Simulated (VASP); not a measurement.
Cu2O (Cuprite): single point with PBE

**Measured values to compare with.**

From “Importance of surface oxygen vacancies for ultrafast hot carrier relaxation and transport in Cu2O”, 2021, arxiv:2103.03167, for a bulk crystal of Cu2O: band gap 2.17 eV (direct).

The system is Cu2O (Cuprite).

```
CELL_PARAMETERS angstrom
4.29978 0.00000 0.00000
0.00000 4.29978 0.00000
0.00000 0.00000 4.29978
ATOMIC_POSITIONS crystal
Cu 0.25000 0.25000 0.25000
Cu 0.25000 0.75000 0.75000
Cu 0.75000 0.75000 0.25000
Cu 0.75000 0.25000 0.75000
O 0.00000 0.00000 0.00000
O 0.50000 0.50000 0.50000
```

```yaml
Program: VASP 6.6.1
Task: single point
Functional: PBE
Potentials_or_basis: VASP PAW PBE potentials, release 64 (Cu, O)
Cutoff: 600 eV
k_mesh: 4 × 4 × 4
Occupations: gaussian, width 0.01 eV
Spin: no spin polarisation
```

| Item | Value |
| --- | --- |
| Pressure | 0.6 GPa |
| Band gap on the k mesh | 0.48 eV, direct |

Levels at points of the mesh, in eV from the valence-band top:
```
           k point  band 24  band 25  band 26  band 27  band 28  band 29  band 30  band 31  band 32  band 33
(0.00, 0.00, 0.00)    -1.51    -1.51     0.00     0.00     0.00     0.48     1.34     1.34     7.78     7.78
(0.50, 0.00, 0.00)    -1.62    -1.15    -1.15    -0.38    -0.38     2.20     2.20     4.25     4.25     7.28
(0.50, 0.50, 0.00)    -1.41    -1.16    -1.16    -0.63    -0.63     1.91     1.91     3.80     3.80     6.73
(0.50, 0.50, 0.50)    -1.56    -0.96    -0.55    -0.55    -0.55     2.50     2.50     2.50     4.80     4.80
```

Run time: 34 s on 1 thread of Intel(R) Xeon(R) Platinum 8259CL CPU @ 2.50GHz (Skylake/Cascade Lake), with other jobs on the host, peak memory 0.2 GiB.

A measured gap of Cu2O is 2.17 eV (direct; quoted in “Importance of surface oxygen vacancies for ultrafast hot carrier relaxation and transport in Cu2O”, 2021, arxiv:2103.03167); the calculated 0.48 eV misses it by -1.69 eV. So large a miss can be the level of theory's own, or it may mean another phase, state or a wrong row. The value is that of PBE, without temperature or zero-point motion. Semilocal functionals fall short of measured gaps as a rule.
